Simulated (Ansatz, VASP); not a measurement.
**One calculation of P, two programs**

```xyz
4
Lattice="3.3022 0.0000 0.0000 0.0000 4.6275 0.0000 0.0000 0.0000 30.3377" Properties=species:S:1:pos:R:3 pbc="T T T"
P     0.0000    2.7253   14.1152
P     1.6511    4.2159   14.1152
P     1.6511    0.4116   16.2224
P     0.0000    1.9021   16.2224
```

Alike in both runs: functional PBE; k mesh 10 × 8 × 1; occupations gaussian, width 0.02 eV; no spin polarisation.

Ansatz relaxed the structure, and its values are those at the end. VASP's run is a single point on that final structure, the one shown.

|  | VASP | Ansatz |
| --- | --- | --- |
| version | VASP 6.6.1 | Ansatz 0.2.0 |
| potentials or method | VASP PAW PBE potentials, release 64 (P), cutoff 400 eV | scalar-relativistic, plane waves, PAW |
| valence electrons in the cell | 20 | 20 |

Ansatz gave:

```
gap on the k mesh at the Fermi level (eV) : 0.90
least direct gap on the mesh (eV)         : 0.90
rms of the force components (eV/Å)        : 0.000
```

Which values does VASP return?

gap on the k mesh at the Fermi level (eV): 0.92; least direct gap on the mesh (eV): 0.92; rms of the force components (eV/Å): 0.027.
